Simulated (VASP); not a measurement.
# Sb3Se (P4/mmm) in VASP: a series of runs

Runs on Sb3Se. Level: PBE. Tasks: relaxation of cell and atoms.

Everything below comes from runs of VASP 6.6.1. Logs are shortened: lines on timing, memory, paths and dates and some standing lists are left out, and cuts for length are marked.

## 1. The cell of the first run

It takes space group P4/mmm (No. 123, tetragonal). The conventional cell has a = 3.705 Å, b = 3.705 Å, c = 7.467 Å, α = 90.00°, β = 90.00°, γ = 90.00°. Sb (site symmetry 4mm) has 4 Se at 3.19 Å and 10 Sb at 3.25 to 3.84 Å within 4.2 Å. Sb (site symmetry 4/mmm) has 12 Sb at 3.25 to 3.70 Å and 2 Se at 3.73 Å within 4.3 Å. Within 4.2 Å of Se (site symmetry 4/mmm) lie 10 Sb at 3.19 to 3.73 Å and 4 Se at 3.70 Å.

The cell was built from a structure type or drawn by symmetry, and may not be a known phase.

## 2. Relaxation of cell and atoms, PBE

Input file INCAR:

```
ALGO = Normal
EDIFF = 1E-7
EDIFFG = -0.04
ENCUT = 600
GGA = PE
IBRION = 2
ISIF = 3
ISMEAR = 0
LASPH = True
LCHARG = False
LREAL = False
LWAVE = False
NELM = 100
NSW = 90
PREC = Accurate
SIGMA = 0.1
```

Input file KPOINTS:

```
k-points
0
Gamma
  6 6 4
```

Input file POSCAR:

```
Sb3Se
1.0
    3.7045124939      0.0000000000      0.0000000000
    0.0000000000      3.7045124939      0.0000000000
    0.0000000000      0.0000000000      7.4666374135
Sb Se
3 1
Direct
    0.5000000000      0.5000000000      0.7571602786
    0.0000000000      0.0000000000      0.5000000000
    0.5000000000      0.5000000000      0.2428397214
    0.0000000000      0.0000000000      0.0000000000
```

Potentials or basis: VASP PAW PBE potentials, release 64 (Sb, Se).

On the command line:

```
cat potpaw_PBE.64/Sb/POTCAR potpaw_PBE.64/Se/POTCAR > POTCAR
mpirun -np 1 vasp_std > vasp.out
```

OUTCAR:

```text
EDIFF = 1E-7
   EDIFFG = -0.04
   ENCUT = 600
   GGA = PE
   IBRION = 2
   ISIF = 3
   ISMEAR = 0
   LASPH = True
   LREAL = False
   NELM = 100
   NSW = 90
   PREC = Accurate

 ion  position               nearest neighbor table
   1  0.500  0.500  0.757-   4 3.19   4 3.19   4 3.19   4 3.19   2 3.25   2 3.25   2 3.25   2 3.25
                             3 3.63
   2  0.000  0.000  0.500-   1 3.25   3 3.25   1 3.25   3 3.25   1 3.25   3 3.25   1 3.25   3 3.25

   3  0.500  0.500  0.243-   4 3.19   4 3.19   4 3.19   4 3.19   2 3.25   2 3.25   2 3.25   2 3.25
                             1 3.63
   4  0.000  0.000  0.000-   1 3.19   3 3.19   1 3.19   3 3.19   1 3.19   3 3.19   1 3.19   3 3.19

  LATTYP: Found a simple tetragonal cell.
 ALAT       =     3.7045124939
 C/A-ratio  =     2.0155519588

  Lattice vectors:

 A1 = (   3.7045124939,   0.0000000000,   0.0000000000)
 A2 = (   0.0000000000,   3.7045124939,   0.0000000000)
 A3 = (   0.0000000000,   0.0000000000,   7.4666374135)

Analysis of symmetry for initial positions (statically):
=====================================================================
 Subroutine PRICEL returns:
 Original cell was already a primitive cell.

 Routine SETGRP: Setting up the symmetry group for a
 simple tetragonal supercell.

 Subroutine GETGRP returns: Found 16 space group operations
 (whereof 16 operations were pure point group operations)
 out of a pool of 16 trial point group operations.

The static configuration has the point symmetry D_4h.

Analysis of symmetry for dynamics (positions and initial velocities):
=====================================================================
 Subroutine PRICEL returns:
 Original cell was already a primitive cell.

 Routine SETGRP: Setting up the symmetry group for a
 simple tetragonal supercell.

 Subroutine GETGRP returns: Found 16 space group operations
 (whereof 16 operations were pure point group operations)
 out of a pool of 16 trial point group operations.

The dynamic configuration has the point symmetry D_4h.

 Subroutine INISYM returns: Found 16 space group operations
 (whereof 16 operations are pure point group operations),
 and found     1 'primitive' translations

----------------------------------------------------------------------------------------

                                     Primitive cell

  volume of cell :     102.4677

  direct lattice vectors                    reciprocal lattice vectors
     3.704512494  0.000000000  0.000000000     0.269941052  0.000000000  0.000000000
     0.000000000  3.704512494  0.000000000     0.000000000  0.269941052  0.000000000
     0.000000000  0.000000000  7.466637413     0.000000000  0.000000000  0.133929096

  length of vectors
     3.704512494  3.704512494  7.466637413     0.269941052  0.269941052  0.133929096

  position of ions in fractional coordinates (direct lattice)
     0.500000000  0.500000000  0.757160279
     0.000000000  0.000000000  0.500000000
     0.500000000  0.500000000  0.242839721
     0.000000000  0.000000000  0.000000000

  ion indices of the primitive-cell ions
   primitive index   ion index
                 1           1
                 2           2
                 3           3
                 4           4

----------------------------------------------------------------------------------------

 KPOINTS: k-points

Automatic generation of k-mesh.
 Grid dimensions read from file:
 generate k-points for:    6    6    4

 Generating k-lattice:

  Cartesian coordinates                     Fractional coordinates (reciprocal lattice)
     0.044990175  0.000000000  0.000000000     0.166666667  0.000000000  0.000000000
     0.000000000  0.044990175  0.000000000     0.000000000  0.166666667  0.000000000
     0.000000000  0.000000000  0.033482274     0.000000000  0.000000000  0.250000000

  Length of vectors
     0.044990175  0.044990175  0.033482274

  Shift w.r.t. Gamma in fractional coordinates (k-lattice)
     0.000000000  0.000000000  0.000000000

 Subroutine IBZKPT returns following result:
 ===========================================

 Found     30 irreducible k-points:

 Following reciprocal coordinates:
            Coordinates               Weight
  0.000000  0.000000  0.000000      1.000000
  0.166667  0.000000  0.000000      4.000000
  0.333333  0.000000  0.000000      4.000000
  0.500000  0.000000  0.000000      2.000000
  0.166667  0.166667  0.000000      4.000000
  0.333333  0.166667  0.000000      8.000000
[... 16 lines left out ...]
  0.333333  0.000000  0.500000      4.000000
  0.500000  0.000000  0.500000      2.000000
 [... further k-points ...]
   k-points           NKPTS =     30   k-points in BZ     NKDIM =     30   number of bands    NBANDS=     14
   number of dos      NEDOS =    301   number of ions     NIONS =      4
   total plane-waves  NPLWV =  54000
   dimension x,y,z NGX =    30 NGY =   30 NGZ =   60
   dimension x,y,z NGXF=    60 NGYF=   60 NGZF=  120
   ions per type =               3   1
   NGX,Y,Z   is equivalent  to a cutoff of  13.46, 13.46, 13.36 a.u.
   NGXF,Y,Z  is equivalent  to a cutoff of  26.93, 26.93, 26.72 a.u.
 SYSTEM =  unknown system
   PREC   = accura    normal or accurate (medium, high low for compatibility)
   ISTART =      0    job   : 0-new  1-cont  2-samecut
   ICHARG =      2    charge: 1-file 2-atom 10-const
   ISPIN  =      1    spin polarized calculation?
   LNONCOLLINEAR =      F non collinear calculations
   LSORBIT =      F    spin-orbit coupling
   LASPH  =      T    aspherical Exc in radial PAW
   ENCUT  =  600.0 eV  44.10 Ry    6.64 a.u.   7.40  7.40 14.91*2*pi/ulx,y,z
   NELM   =    100;   NELMIN=  2; NELMDL= -5     # of ELM steps
   EDIFF  = 0.1E-06   stopping-criterion for ELM
   LREAL  =      F    real-space projection
   EDIFFG = -.4E-01   stopping-criterion for IOM
   NSW    =     90    number of steps for IOM
   IBRION =      2    ionic relax: 0-MD 1-quasi-New 2-CG
   NFREE  =      1    steps in history (QN), initial steepest desc. (CG)
   ISIF   =      3    stress and relaxation
   ISYM   =      2    0-nonsym 1-usesym 2-fastsym
   POTIM  = 0.5000    time-step for ionic-motion
   TEBEG  =    0.0;   TEEND  =   0.0 temperature during run
   PSTRESS=    0.0 pullay stress
   NELECT =      21.0000    total number of electrons
   NUPDOWN=      -1.0000    fix difference up-down
   EMIN   =  10.00;   EMAX   =-10.00  energy-range for DOS
   EFERMI =   0.00;   METHOD = LEGACY
   ISMEAR =     0;   SIGMA  =   0.10  broadening in eV -4-tet -1-fermi 0-gaus
   EFERMI_NEDOS =   21; number of points for ismear=-14 and -15
   IALGO  =     38    algorithm
   IMIX   =      4    mixing-type and parameters
     AMIX     =   0.40;   BMIX     =  1.00
     AMIX_MAG =   1.60;   BMIX_MAG =  1.00
  volume/ion in A,a.u.               =      25.62       172.87
  Fermi-wavevector in a.u.,A,eV,Ry     =   0.965203  1.823970 12.675428  0.931618
  Thomas-Fermi vector in A             =   2.094900
   LORBIT       =      0    0 simple, 1 ext, 2 COOP (PROOUT), +10 PAW based schemes
   GGA     = PE    functional components
   LHFCALC =     F    Hartree Fock is set to
   AEXX    =    0.0000 exact exchange contribution
   IVDW    =     0    specifies the selected vdW correction
   LEPSILON=     F    determine dielectric tensor
   LRPA    =     F    only Hartree local field effects (RPA)
 conjugate gradient relaxation of ions
 non-spin polarized calculation
 Gauss-broadening in eV      SIGMA  =   0.10
  energy-cutoff  :      600.00
  volume of cell :      102.47
 maximum number of plane-waves:      3450
 NGX is ok and might be reduce to    30
   NGX = 15   NGY = 15   NGZ = 29

--------------------------------------- Ionic step        1  -------------------------------------------

 number of electron      21.0000001 magnetization

 Free energy of the ion-electron system (eV)
  ---------------------------------------------------
  ext. energy  EPLUGINS =         0.00000000
  ---------------------------------------------------
  free energy    TOTEN  =       -15.13270714 eV

  energy without entropy =      -15.12243337  energy(sigma->0) =      -15.12757025

------------------------ aborting loop because EDIFF is reached ----------------------------------------

  FORCE on cell =-STRESS in cart. coord.  units (eV):
  Direction    XX          YY          ZZ          XY          YZ          ZX
  --------------------------------------------------------------------------------------
  -------------------------------------------------------------------------------------
  Total        0.2605487      0.2605487     -0.4852258      0.0000000      0.0000000      0.0000000
  in kB        4.0739188      4.0739188     -7.5869509      0.0000000      0.0000000      0.0000000
  external PRESSURE =       0.1869622 kB  Pullay stress =       0.0000000 kB
[... 61 lines left out ...]
  energy  without entropy=      -15.1262620184  energy(sigma->0) =      -15.13123614

--------------------------------------- Ionic step        3  -------------------------------------------

 number of electron      21.0000002 magnetization

 Free energy of the ion-electron system (eV)
  ---------------------------------------------------
  ext. energy  EPLUGINS =         0.00000000
  ---------------------------------------------------
  free energy    TOTEN  =       -15.13790026 eV

  energy without entropy =      -15.12804285  energy(sigma->0) =      -15.13297156

 E-fermi :   7.6886     XC(G=0): -10.2245

 val. band max:        7.6811908579   @ k =   0.3333   0.0000   0.5000
 cond. band min:       7.7296173354   @ k =   0.1667   0.0000   0.0000
 fundamental gap:      0.0484264775
 Fermi energy:         7.6885568191

 k-point     1 :       0.0000    0.0000    0.0000
  band No.  band energies     occupation
      1      -6.3490      2.00000
      2      -3.8630      2.00000
      3      -2.6075      2.00000
      4       0.9953      2.00000
      5       5.1590      2.00000
      6       5.1590      2.00000
      7       5.3848      2.00000
      8       6.9505      2.00000
      9       7.2815      2.00000
     10       7.5684      1.91085
     11       7.5684      1.91085
     12       8.6118      0.00000
     13       8.6118      0.00000
     14      10.8858      0.00000
[... 375 lines left out ...]
 k-point    24 :       0.5000    0.0000    0.5000
  band No.  band energies     occupation
      1      -5.1784      2.00000
      2      -2.1087      2.00000
      3      -2.0805      2.00000
      4      -2.0543      2.00000
      5       3.6513      2.00000
      6       3.9248      2.00000
      7       4.0098      2.00000
      8       4.4150      2.00000
      9       6.6844      2.00000
     10       8.9677      0.00000
     11       8.9850      0.00000
     12       9.0762      0.00000
     13       9.4240      0.00000
     14       9.4374      0.00000

 [... further k-points ...]

------------------------ aborting loop because EDIFF is reached ----------------------------------------

  FORCE on cell =-STRESS in cart. coord.  units (eV):
  Direction    XX          YY          ZZ          XY          YZ          ZX
  --------------------------------------------------------------------------------------
  -------------------------------------------------------------------------------------
  Total       -0.0669735     -0.0669735     -0.0782414      0.0000000      0.0000000     -0.0000000
  in kB       -1.0463003     -1.0463003     -1.2223337      0.0000000      0.0000000     -0.0000000
  external PRESSURE =      -1.1049781 kB  Pullay stress =       0.0000000 kB
[... 19 lines left out ...]
  FREE ENERGIE OF THE ION-ELECTRON SYSTEM (eV)
  ---------------------------------------------------
  free  energy   TOTEN  =       -15.1379002613 eV

  energy  without entropy=      -15.1280428543  energy(sigma->0) =      -15.13297156

 reached required accuracy - stopping structural energy minimisation
```

Run time: 57 s. Hardware: 1 thread of Intel Xeon Platinum 8559C (Emerald Rapids), shared host; peak memory 0.25 GiB.

What came out:

| Property | Result |
| --- | --- |
| Free energy | -15.1379 eV |
| Relaxed volume | 25.64 Å³/atom |
| Relaxed cell | a = 3.731 Å, b = 3.731 Å, c = 7.366 Å, α = 90.00°, β = 90.00°, γ = 90.00° |
| Space group after relaxing (to 0.1 Å) | P4/mmm (No. 123) |
| Energy gained by relaxing | 1.3 meV/atom |
| Ionic steps | 3 |
| Pressure after relaxing | -0.1 GPa |
| Largest force after relaxing | 0.034 eV/Å |
| Band gap on the k mesh | zero (an odd number of electrons rules out a gap without spin polarisation) |

Forces in eV/Å, atoms in the order of the input:
```
Sb   0.000  0.000 -0.034
Sb   0.000  0.000  0.000
Sb   0.000  0.000  0.034
Se   0.000  0.000  0.000
```

The path:
| step | energy change (eV) | largest force (eV/Å) | pressure (GPa) | volume (Å³) |
| --- | --- | --- | --- | --- |
| 1 | 0.0000 | 0.0060 | 0.02 | 102.47 |
| 2 | -0.0035 | 0.0090 | -0.04 | 102.51 |
| 3 | -0.0052 | 0.0336 | -0.11 | 102.56 |

Final structure:
```yaml
crystal:
  lattice:
    - [3.73131, 0.00000, 0.00000]
    - [0.00000, 3.73131, 0.00000]
    - [0.00000, 0.00000, 7.36606]
  atoms:
    - { symbol: Sb, position: [0.50000, 0.50000, 0.75725] }
    - { symbol: Sb, position: [0.00000, 0.00000, 0.50000] }
    - { symbol: Sb, position: [0.50000, 0.50000, 0.24275] }
    - { symbol: Se, position: [0.00000, 0.00000, 0.00000] }
```

Caveat: spin-orbit coupling is left out, which moves the levels of the heavy elements.

## 3. Relaxation of cell and atoms, PBE

This run uses another cell than the first one, of 25.72 Å³/atom.

Input file INCAR:

```
PREC     = Accurate       # precision mode
ENCUT    = 600            # plane-wave cutoff, eV
EDIFF    = 1E-7           # SCF threshold, eV
ISMEAR   = 0              # smearing method
SIGMA    = 0.1            # smearing width, eV
LREAL    = False          # projectors in reciprocal space
LASPH    = True           # aspherical terms in the spheres
NELM     = 60             # most SCF steps
ALGO     = Normal         # electronic algorithm
ISIF     = 3              # what is computed and relaxed
LWAVE    = False          # write WAVECAR
LCHARG   = False          # write CHGCAR
GGA      = PE             # functional
IBRION   = 2              # ionic algorithm
NSW      = 100            # ionic steps
EDIFFG   = -0.01          # ionic threshold
```

Input file KPOINTS:

```
Automatic mesh
0
Gamma
  12 12 6
```

Input file POSCAR:

```
Sb3Se
1.0
    3.7310558078      0.0000000000      0.0000000000
    0.0000000000      3.7310558078      0.0000000000
    0.0000000000      0.0000000000      7.3894436175
Sb Se
3 1
Direct
    0.5000000000      0.5000000000      0.7571325062
    0.0000000000      0.0000000000      0.5000000000
    0.5000000000      0.5000000000      0.2428674938
    0.0000000000      0.0000000000      0.0000000000
```

Potentials or basis: VASP PAW PBE potentials, release 64 (Sb, Se).

On the command line:

```
cat potpaw_PBE.64/Sb/POTCAR potpaw_PBE.64/Se/POTCAR > POTCAR
mpirun -np 1 vasp_std > vasp.out
```

Run time: 3.5 min. Hardware: 1 thread of Intel Xeon Platinum 8559C (Emerald Rapids), shared host; peak memory 0.38 GiB.

Results (log left out):

* Free energy: -15.1855 eV
* Relaxed volume: 25.54 Å³/atom
* Relaxed cell: a = 3.707 Å, b = 3.707 Å, c = 7.435 Å, α = 90.00°, β = 90.00°, γ = 90.00°
* Space group after relaxing (to 0.1 Å): P4/mmm (No. 123)
* Energy gained by relaxing: 0.9 meV/atom
* Ionic steps: 5
* Pressure after relaxing: 0.0 GPa

Step by step:
| step | energy change (eV) | largest force (eV/Å) | pressure (GPa) | volume (Å³) |
| --- | --- | --- | --- | --- |
| 1 | 0.0000 | 0.0344 | -0.48 | 102.87 |
| 2 | -0.0026 | 0.0117 | 0.24 | 101.73 |
| 3 | -0.0026 | 0.0140 | 0.17 | 101.84 |
| 4 | -0.0033 | 0.0057 | 0.06 | 102.03 |
| 5 | -0.0034 | 0.0007 | -0.01 | 102.15 |

Final structure:
```xyz
4
Lattice="3.7066 0.0000 0.0000 0.0000 3.7066 0.0000 0.0000 0.0000 7.4350" Properties=species:S:1:pos:R:3 pbc="T T T"
Sb    1.8533    1.8533    5.6262
Sb    0.0000    0.0000    3.7175
Sb    1.8533    1.8533    1.8088
Se    0.0000    0.0000    0.0000
```

Levels at points of the mesh, in eV from the Fermi level:
| k point | band 7 | band 8 | band 9 | band 10 | band 11 | band 12 | band 13 | band 14 |
| --- | --- | --- | --- | --- | --- | --- | --- | --- |
| (0.00, 0.00, 0.00) | -2.48 | -0.65 | -0.38 | -0.11 | -0.11 | 0.93 | 0.93 | 3.22 |
| (0.50, 0.00, 0.00) | -0.99 | -0.82 | -0.60 | -0.42 | 0.90 | 0.94 | 1.46 | 2.01 |
| (0.50, 0.50, 0.00) | -3.29 | -3.20 | -3.20 | -2.74 | -2.74 | -2.73 | 0.61 | 1.99 |
| (0.00, 0.00, 0.50) | -2.19 | -2.19 | -1.16 | -1.16 | 2.13 | 2.57 | 2.57 | 2.74 |
| (0.50, 0.00, 0.50) | -3.78 | -3.40 | -0.96 | 1.35 | 1.36 | 1.44 | 1.73 | 1.80 |
| (0.50, 0.50, 0.50) | -4.96 | -4.96 | -2.25 | -1.09 | -0.93 | -0.69 | -0.05 | -0.05 |

Caveat: the highest band is partly filled, so the run has too few bands; spin-orbit coupling is left out, which moves the levels of the heavy elements.
